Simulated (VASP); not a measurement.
# BiBO (Pmmn) in VASP: notebook

The runs below take BiBO through single point, with PBE.

Program: VASP 6.6.1. These are calculated values, not measurements. Logs are shortened: lines on timing, memory, paths and dates and some standing lists are left out, and cuts for length are marked.

**1. The cell of the first run**

Symmetry: Pmmn, No. 59, orthorhombic system. The conventional cell has a = 4.293 Å, b = 5.827 Å, c = 3.885 Å, α = 90.00°, β = 90.00°, γ = 90.00°. B (site symmetry mm2) has 2 O at 1.71 to 2.18 Å within 2.3 Å. Bi (site symmetry mm2) has 2 O at 2.32 Å and 4 B at 2.50 to 2.91 Å within 3.1 Å. Within 2.3 Å of O (site symmetry mm2) lie 2 B at 1.71 to 2.18 Å.

**2. Single point, PBE**

File INCAR:

```
ALGO = Normal ; EDIFF = 1E-6
ENCUT = 520 ; GGA = PE
ISIF = 2 ; ISMEAR = 0
LASPH = True ; LCHARG = False
LREAL = False ; LWAVE = False
NBANDS = 33 ; NELM = 80
PREC = Accurate ; SIGMA = 0.1
```

File KPOINTS:

```
k-points
0
Gamma
  4 4 4
```

File POSCAR:

```
BiBO
1.0
    4.2930944300      0.0000000000      0.0000000000
    0.0000000000      5.8273619900      0.0000000000
    0.0000000000      0.0000000000      3.8854950900
B Bi O
2 2 2
Direct
    0.0000000000      0.0000000000      0.8238762700
    0.5000000000      0.5000000000      0.1761237300
    0.0000000000      0.5000000000      0.8450230400
    0.5000000000      0.0000000000      0.1549769600
    0.0000000000      0.0000000000      0.3839037000
    0.5000000000      0.5000000000      0.6160963000
```

Potentials or basis: VASP PAW PBE potentials, release 64 (B, Bi_d, O).

Command:

```bash
cat potpaw_PBE.64/B/POTCAR potpaw_PBE.64/Bi_d/POTCAR potpaw_PBE.64/O/POTCAR > POTCAR
mpirun -np 1 vasp_std > vasp.out
```

OUTCAR:

```text
EDIFF = 1E-6
   ENCUT = 520
   GGA = PE
   ISIF = 2
   ISMEAR = 0
   LASPH = True
   LREAL = False
   NELM = 80
   PREC = Accurate

 ion  position               nearest neighbor table
   1  0.000  0.000  0.824-   5 1.71   4 2.50   4 2.50   3 2.91   3 2.91
   2  0.500  0.500  0.176-   6 1.71   3 2.50   3 2.50   4 2.91   4 2.91
   3  0.000  0.500  0.845-   6 2.32   6 2.32   2 2.50   2 2.50   1 2.91   1 2.91   4 3.81   4 3.81
                             4 3.81   4 3.81
   4  0.500  0.000  0.155-   5 2.32   5 2.32   1 2.50   1 2.50   2 2.91   2 2.91   3 3.81   3 3.81
                             3 3.81   3 3.81
   5  0.000  0.000  0.384-   1 1.71   4 2.32   4 2.32
   6  0.500  0.500  0.616-   2 1.71   3 2.32   3 2.32

  LATTYP: Found a simple orthorhombic cell.
 ALAT       =     3.8854950900
 B/A-ratio  =     1.1049028066
 C/A-ratio  =     1.4997733506

  Lattice vectors:

 A1 = (   0.0000000000,   0.0000000000,   3.8854950900)
 A2 = (   4.2930944300,   0.0000000000,   0.0000000000)
 A3 = (   0.0000000000,   5.8273619900,   0.0000000000)

Analysis of symmetry for initial positions (statically):
=====================================================================
 Subroutine PRICEL returns:
 Original cell was already a primitive cell.

 Routine SETGRP: Setting up the symmetry group for a
 simple orthorhombic supercell.

 Subroutine GETGRP returns: Found  8 space group operations
 (whereof  4 operations were pure point group operations)
 out of a pool of  8 trial point group operations.

The static configuration has the point symmetry C_2v.
 The point group associated with its full space group is D_2h.

Analysis of symmetry for dynamics (positions and initial velocities):
=====================================================================
 Subroutine PRICEL returns:
 Original cell was already a primitive cell.

 Routine SETGRP: Setting up the symmetry group for a
 simple orthorhombic supercell.

 Subroutine GETGRP returns: Found  8 space group operations
 (whereof  4 operations were pure point group operations)
 out of a pool of  8 trial point group operations.

The dynamic configuration has the point symmetry C_2v.
 The point group associated with its full space group is D_2h.

 Subroutine INISYM returns: Found  8 space group operations
 (whereof  4 operations are pure point group operations),
 and found     1 'primitive' translations

----------------------------------------------------------------------------------------

                                     Primitive cell

  volume of cell :      97.2050

  direct lattice vectors                    reciprocal lattice vectors
     4.293094430  0.000000000  0.000000000     0.232932216  0.000000000  0.000000000
     0.000000000  5.827361990  0.000000000     0.000000000  0.171604236  0.000000000
     0.000000000  0.000000000  3.885495090     0.000000000  0.000000000  0.257367459

  length of vectors
     4.293094430  5.827361990  3.885495090     0.232932216  0.171604236  0.257367459

  position of ions in fractional coordinates (direct lattice)
     0.000000000  0.000000000  0.823876270
     0.500000000  0.500000000  0.176123730
     0.000000000  0.500000000  0.845023040
     0.500000000  0.000000000  0.154976960
     0.000000000  0.000000000  0.383903700
     0.500000000  0.500000000  0.616096300

  ion indices of the primitive-cell ions
   primitive index   ion index
                 1           1
                 2           2
                 3           3
                 4           4
                 5           5
                 6           6

----------------------------------------------------------------------------------------

 KPOINTS: k-points

Automatic generation of k-mesh.
 Grid dimensions read from file:
 generate k-points for:    4    4    4

 Generating k-lattice:

  Cartesian coordinates                     Fractional coordinates (reciprocal lattice)
     0.058233054  0.000000000  0.000000000     0.250000000  0.000000000  0.000000000
     0.000000000  0.042901059  0.000000000     0.000000000  0.250000000  0.000000000
     0.000000000  0.000000000  0.064341865     0.000000000  0.000000000  0.250000000

  Length of vectors
     0.058233054  0.042901059  0.064341865

  Shift w.r.t. Gamma in fractional coordinates (k-lattice)
     0.000000000  0.000000000  0.000000000

 Subroutine IBZKPT returns following result:
 ===========================================

 Found     27 irreducible k-points:

 Following reciprocal coordinates:
            Coordinates               Weight
  0.000000  0.000000  0.000000      1.000000
  0.250000  0.000000  0.000000      2.000000
  0.500000  0.000000  0.000000      1.000000
  0.000000  0.250000  0.000000      2.000000
  0.250000  0.250000  0.000000      4.000000
  0.500000  0.250000  0.000000      2.000000
[... 16 lines left out ...]
  0.250000  0.250000  0.500000      4.000000
  0.500000  0.250000  0.500000      2.000000
 [... further k-points ...]
   k-points           NKPTS =     27   k-points in BZ     NKDIM =     27   number of bands    NBANDS=     33
   number of dos      NEDOS =    301   number of ions     NIONS =      6
   total plane-waves  NPLWV =  46080
   dimension x,y,z NGX =    32 NGY =   48 NGZ =   30
   dimension x,y,z NGXF=    64 NGYF=   96 NGZF=   60
   ions per type =               2   2   2
   NGX,Y,Z   is equivalent  to a cutoff of  12.39, 13.69, 12.84 a.u.
   NGXF,Y,Z  is equivalent  to a cutoff of  24.78, 27.39, 25.67 a.u.
 SYSTEM =  unknown system
   PREC   = accura    normal or accurate (medium, high low for compatibility)
   ISTART =      0    job   : 0-new  1-cont  2-samecut
   ICHARG =      2    charge: 1-file 2-atom 10-const
   ISPIN  =      1    spin polarized calculation?
   LNONCOLLINEAR =      F non collinear calculations
   LSORBIT =      F    spin-orbit coupling
   LASPH  =      T    aspherical Exc in radial PAW
   ENCUT  =  520.0 eV  38.22 Ry    6.18 a.u.   7.98 10.84  7.22*2*pi/ulx,y,z
   NELM   =     80;   NELMIN=  2; NELMDL= -5     # of ELM steps
   EDIFF  = 0.1E-05   stopping-criterion for ELM
   LREAL  =      F    real-space projection
   EDIFFG = 0.1E-04   stopping-criterion for IOM
   NSW    =      0    number of steps for IOM
   IBRION =     -1    ionic relax: 0-MD 1-quasi-New 2-CG
   NFREE  =      0    steps in history (QN), initial steepest desc. (CG)
   ISIF   =      2    stress and relaxation
   ISYM   =      2    0-nonsym 1-usesym 2-fastsym
   POTIM  = 0.5000    time-step for ionic-motion
   TEBEG  =    0.0;   TEEND  =   0.0 temperature during run
   PSTRESS=    0.0 pullay stress
   NELECT =      48.0000    total number of electrons
   NUPDOWN=      -1.0000    fix difference up-down
   EMIN   =  10.00;   EMAX   =-10.00  energy-range for DOS
   EFERMI =   0.00;   METHOD = LEGACY
   ISMEAR =     0;   SIGMA  =   0.10  broadening in eV -4-tet -1-fermi 0-gaus
   EFERMI_NEDOS =   21; number of points for ismear=-14 and -15
   IALGO  =     38    algorithm
   IMIX   =      4    mixing-type and parameters
     AMIX     =   0.40;   BMIX     =  1.00
     AMIX_MAG =   1.60;   BMIX_MAG =  1.00
  volume/ion in A,a.u.               =      16.20       109.33
  Fermi-wavevector in a.u.,A,eV,Ry     =   1.293974  2.445257 22.781179  1.674369
  Thomas-Fermi vector in A             =   2.425586
   LORBIT       =      0    0 simple, 1 ext, 2 COOP (PROOUT), +10 PAW based schemes
   GGA     = PE    functional components
   LHFCALC =     F    Hartree Fock is set to
   AEXX    =    0.0000 exact exchange contribution
   IVDW    =     0    specifies the selected vdW correction
   LEPSILON=     F    determine dielectric tensor
   LRPA    =     F    only Hartree local field effects (RPA)
 non-spin polarized calculation
 Gauss-broadening in eV      SIGMA  =   0.10
  energy-cutoff  :      520.00
  volume of cell :       97.21
 maximum number of plane-waves:      2644
 NGX is ok and might be reduce to    32
   NGX = 15   NGY = 21   NGZ = 15

 number of electron      48.0000005 magnetization

 Free energy of the ion-electron system (eV)
  ---------------------------------------------------
  ext. energy  EPLUGINS =         0.00000000
  ---------------------------------------------------
  free energy    TOTEN  =       -28.28194475 eV

  energy without entropy =      -28.25395276  energy(sigma->0) =      -28.26794875

 E-fermi :   6.1855     XC(G=0): -10.4368

 val. band max:        6.1554900693   @ k =   0.0000   0.5000   0.5000
 cond. band min:       6.1929379452   @ k =   0.2500   0.0000   0.0000
 fundamental gap:      0.0374478759
 Fermi energy:         6.1855213333

 k-point     1 :       0.0000    0.0000    0.0000
  band No.  band energies     occupation
      1     -16.7010      2.00000
      2     -16.6355      2.00000
      3     -16.5730      2.00000
      4     -16.5723      2.00000
      5     -16.5482      2.00000
      6     -16.5333      2.00000
[... 25 lines left out ...]
     32      13.2472      0.00000
     33      13.3116      0.00000

 k-point     2 :       0.2500    0.0000    0.0000
  band No.  band energies     occupation
      1     -16.6359      2.00000
      2     -16.5951      2.00000
      3     -16.5760      2.00000
      4     -16.5756      2.00000
      5     -16.5482      2.00000
      6     -16.5444      2.00000
[... 25 lines left out ...]
     32      12.7471      0.00000
     33      14.0339      0.00000

 k-point     3 :       0.5000    0.0000    0.0000
  band No.  band energies     occupation
      1     -16.5856      2.00000
      2     -16.5856      2.00000
      3     -16.5608      2.00000
      4     -16.5608      2.00000
      5     -16.5485      2.00000
      6     -16.5485      2.00000
[... 25 lines left out ...]
     32      12.6267      0.00000
     33      14.8451      0.00000

 k-point     4 :       0.0000    0.2500    0.0000
  band No.  band energies     occupation
      1     -16.6906      2.00000
      2     -16.6439      2.00000
      3     -16.5770      2.00000
      4     -16.5767      2.00000
      5     -16.5419      2.00000
      6     -16.5325      2.00000
[... 25 lines left out ...]
     32      13.4626      0.00000
     33      13.5632      0.00000

 k-point     5 :       0.2500    0.2500    0.0000
  band No.  band energies     occupation
      1     -16.6291      2.00000
      2     -16.6001      2.00000
      3     -16.5770      2.00000
      4     -16.5767      2.00000
      5     -16.5460      2.00000
      6     -16.5430      2.00000
[... 604 lines left out ...]
 k-point    22 :       0.0000    0.2500    0.5000
  band No.  band energies     occupation
      1     -16.6669      2.00000
      2     -16.6473      2.00000
      3     -16.5607      2.00000
      4     -16.5592      2.00000
      5     -16.5501      2.00000
      6     -16.5469      2.00000
[... 25 lines left out ...]
     32      13.0605      0.00000
     33      13.5675      0.00000

 k-point    23 :       0.2500    0.2500    0.5000
  band No.  band energies     occupation
      1     -16.6226      2.00000
      2     -16.6189      2.00000
      3     -16.5691      2.00000
      4     -16.5606      2.00000
      5     -16.5546      2.00000
      6     -16.5426      2.00000
[... 25 lines left out ...]
     32      12.2474      0.00000
     33      13.2755      0.00000

 k-point    24 :       0.5000    0.2500    0.5000
  band No.  band energies     occupation
      1     -16.6128      2.00000
      2     -16.6128      2.00000
      3     -16.5601      2.00000
      4     -16.5601      2.00000
      5     -16.5430      2.00000
      6     -16.5430      2.00000
[... 25 lines left out ...]
     32      12.1235      0.00000
     33      13.2836      0.00000

 [... further k-points ...]

------------------------ aborting loop because EDIFF is reached ----------------------------------------

  FORCE on cell =-STRESS in cart. coord.  units (eV):
  Direction    XX          YY          ZZ          XY          YZ          ZX
  --------------------------------------------------------------------------------------
  -------------------------------------------------------------------------------------
  Total        6.4044545     -4.5928136     -2.1585873      0.0000000      0.0000000      0.0000000
  in kB      105.5611037    -75.7008224    -35.5788088      0.0000000      0.0000000      0.0000000
  external PRESSURE =      -1.9061758 kB  Pullay stress =       0.0000000 kB

 VOLUME and BASIS-vectors are now :
 -----------------------------------------------------------------------------
  energy-cutoff  :      520.00
  volume of cell :       97.21
      direct lattice vectors                 reciprocal lattice vectors
     4.293094430  0.000000000  0.000000000     0.232932216  0.000000000  0.000000000
     0.000000000  5.827361990  0.000000000     0.000000000  0.171604236  0.000000000
     0.000000000  0.000000000  3.885495090     0.000000000  0.000000000  0.257367459

 POSITION                                       TOTAL-FORCE (eV/Angst)
 -----------------------------------------------------------------------------------
      0.00000      0.00000      3.20117         0.000000      0.000000     -4.739391
      2.14655      2.91368      0.68433         0.000000      0.000000      4.739391
      0.00000      2.91368      3.28333         0.000000      0.000000      0.562901
      2.14655      0.00000      0.60216         0.000000      0.000000     -0.562901
      0.00000      0.00000      1.49166         0.000000      0.000000      4.959775
      2.14655      2.91368      2.39384         0.000000      0.000000     -4.959775
 -----------------------------------------------------------------------------------
    total drift:                                0.000000      0.000000     -0.000000

  FREE ENERGIE OF THE ION-ELECTRON SYSTEM (eV)
  ---------------------------------------------------
  free  energy   TOTEN  =       -28.2819447496 eV

  energy  without entropy=      -28.2539527579  energy(sigma->0) =      -28.26794875
```

It took 42 s on 1 thread of AMD EPYC 9R45 (Zen 5), shared host; peak memory 0.21 GiB.

What came out:

| Property | Result |
| --- | --- |
| Free energy | -28.2819 eV |
| Pressure | -0.2 GPa |
| Largest force | 4.960 eV/Å |
| Band gap on the k mesh | zero (band 24 reaches 7.14 eV, above the bottom of band 25 at 5.67 eV) |

Forces in eV/Å, atoms in the order of the input:
```
B    0.000  0.000 -4.739
B    0.000  0.000  4.739
Bi   0.000  0.000  0.563
Bi   0.000  0.000 -0.563
O    0.000  0.000  4.960
O    0.000  0.000 -4.960
```

Levels at points of the mesh, in eV from the Fermi level:
| k point | band 21 | band 22 | band 23 | band 24 | band 25 | band 26 | band 27 | band 28 |
| --- | --- | --- | --- | --- | --- | --- | --- | --- |
| (0.00, 0.00, 0.00) | -3.19 | -2.03 | -0.46 | 0.70 | 0.73 | 1.62 | 3.68 | 3.88 |
| (0.50, 0.00, 0.00) | -2.58 | -2.58 | -0.52 | -0.52 | 0.86 | 0.86 | 5.03 | 5.03 |
| (0.00, 0.50, 0.00) | -3.39 | -3.39 | 0.96 | 0.96 | 1.09 | 1.09 | 3.13 | 3.13 |
| (0.50, 0.50, 0.00) | -2.66 | -2.66 | 0.64 | 0.64 | 1.11 | 1.11 | 2.63 | 2.63 |
| (0.00, 0.00, 0.50) | -2.55 | -1.87 | -1.60 | -1.46 | -0.28 | 0.59 | 1.52 | 2.81 |
| (0.50, 0.00, 0.50) | -2.09 | -2.09 | -0.08 | -0.08 | 0.24 | 0.24 | 4.30 | 4.30 |
| (0.00, 0.50, 0.50) | -1.38 | -1.38 | -0.98 | -0.98 | -0.03 | -0.03 | 1.64 | 1.64 |
| (0.50, 0.50, 0.50) | -1.00 | -1.00 | 0.30 | 0.30 | 1.59 | 1.59 | 1.86 | 1.86 |

Caveat: the k points lie up to 0.40 Å⁻¹ apart; spin-orbit coupling is left out, which moves the levels of the heavy elements; forces of over 1 eV/Å act on the atoms, so gaps and moduli don't describe the material at rest.

**3. Single point, PBE**

This run uses another cell than the first one, of 18.14 Å³/atom, 1.120 times its volume.

File INCAR:

```
SYSTEM = BiBO
PREC     = Accurate       ! precision mode
ENCUT    = 520            ! plane-wave cutoff, eV
EDIFF    = 1E-6           ! SCF threshold, eV
ISMEAR   = 0              ! smearing method
SIGMA    = 0.1            ! smearing width, eV
LREAL    = .False.        ! projectors in reciprocal space
LASPH    = .True.         ! aspherical terms in the spheres
NELM     = 80             ! most SCF steps
ALGO     = Normal         ! electronic algorithm
ISIF     = 2              ! what is computed and relaxed
LWAVE    = .False.        ! write WAVECAR
LCHARG   = .False.        ! write CHGCAR
GGA      = PE             ! functional
NBANDS   = 33             ! bands
```

File KPOINTS:

```
regular mesh
0
Gamma
  4 4 4
  0 0 0
```

File POSCAR:

```
BiBO
1.0
    3.9973143461      0.0000000000      0.0000000000
    0.0000000000      5.4387723840      0.0000000000
    0.0000000000      0.0000000000      5.0068973758
B Bi O
2 2 2
Direct
    0.0000000000      0.0000000000      0.7176999371
    0.5000000000      0.5000000000      0.2823000629
    0.0000000000      0.5000000000      0.9415254191
    0.5000000000      0.0000000000      0.0584745809
    0.0000000000      0.0000000000      0.4652544384
    0.5000000000      0.5000000000      0.5347455616
```

Potentials or basis: VASP PAW PBE potentials, release 64 (B, Bi_d, O).

Command:

```bash
cat potpaw_PBE.64/B/POTCAR potpaw_PBE.64/Bi_d/POTCAR potpaw_PBE.64/O/POTCAR > POTCAR
mpirun -np 1 vasp_std > vasp.out
```

Run time: 47 s. Hardware: 1 thread of AMD EPYC 9R45 (Zen 5), shared host; peak memory 0.22 GiB.

Results (log left out):

```yaml
Free_energy: -33.7964 eV
Pressure: 0.0 GPa
Largest_force: 0.103 eV/Å
Band_gap_on_the_k_mesh: zero (band 24 reaches 5.83 eV, above the bottom of band 25 at 4.11 eV)
```

Forces in eV/Å, atoms in the order of the input:
```
B    0.000  0.000  0.103
B    0.000  0.000 -0.103
Bi   0.000  0.000 -0.018
Bi   0.000  0.000  0.018
O    0.000  0.000 -0.081
O    0.000  0.000  0.081
```

Stress tensor (GPa, compression positive):
```
-0.23  0.00  0.00
 0.00  0.13  0.00
 0.00  0.00  0.24
```

Levels at points of the mesh, in eV from the Fermi level:
```csv
k point,band 22,band 23,band 24,band 25,band 26,band 27
"(0.00, 0.00, 0.00)",-2.36,-0.55,-0.20,1.39,2.39,2.41
"(0.50, 0.00, 0.00)",-3.74,-1.04,-1.04,-0.84,-0.84,3.99
"(0.00, 0.50, 0.00)",-2.55,0.68,0.68,0.88,0.88,2.86
"(0.50, 0.50, 0.00)",-3.58,-1.20,-1.20,1.94,1.94,3.66
"(0.00, 0.00, 0.50)",-3.04,-1.51,-1.48,1.45,1.92,2.38
"(0.50, 0.00, 0.50)",-3.39,-1.47,-1.47,0.31,0.31,3.35
"(0.00, 0.50, 0.50)",-2.86,-0.28,-0.28,0.36,0.36,2.77
"(0.50, 0.50, 0.50)",-3.58,0.88,0.88,1.41,1.41,2.96
```

Caveat: the k points lie up to 0.39 Å⁻¹ apart; spin-orbit coupling is left out, which moves the levels of the heavy elements.
